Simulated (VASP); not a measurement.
Runs of VASP 6.6.1 on TiH2. The structure is that of space group I4/mmm (No. 139), or close to it. The cells are those of the table. 

```csv
task,level,cell,cutoff (eV),gap on the mesh (eV),pressure (GPa)
relaxation of shape and atoms at fixed volume,PBEsol,"relaxed from a = 2.988 Å, angles 117.0, 117.0, 95.2°, 3 atoms",600,none,10.5
relaxation of shape and atoms at fixed volume,PBEsol,"relaxed from a = 3.084 Å, angles 117.3, 117.3, 94.7°, 3 atoms",600,none,-4.1
single point,PBEsol,"a = 3.114 Å, angles 115.3, 115.3, 98.4°, 3 atoms",520,none,(a)
relaxation of shape and atoms at fixed volume,PBEsol,"relaxed from a = 3.159 Å, angles 117.9, 117.9, 93.8°, 3 atoms",600,none,-11.8
relaxation of shape and atoms at fixed volume,PBEsol,"relaxed from a = 2.916 Å, angles 116.4, 116.4, 96.4°, 3 atoms",600,none,24.4
single point,r2SCAN,"a = 3.239 Å, angles 117.7, 117.7, 94.1°, 3 atoms",520,none,-16.5
relaxation of shape and atoms at fixed volume,PBEsol,"relaxed from a = 3.117 Å, angles 117.6, 117.6, 94.2°, 3 atoms",600,none,-7.7
relaxation of shape and atoms at fixed volume,PBEsol,"relaxed from a = 2.953 Å, angles 116.7, 116.7, 95.8°, 3 atoms",600,none,16.9
```

Alike in all rows: potentials or basis VASP PAW PBE potentials, release 64 (Ti_sv, H); no spin polarisation; k mesh 18 × 18 × 18; smearing gaussian 0.1 eV.

Task: Fill in the values left out.

Result: (a) -11.1.

Caveats: the PAW data sets were made with another functional, which shifts forces and pressure a little; the stress differs along the axes, from -13 to -6 GPa (at least some runs); the cell stands under tension (at least some runs).

A gap of «none» marks levels without a gap at the run's occupations.
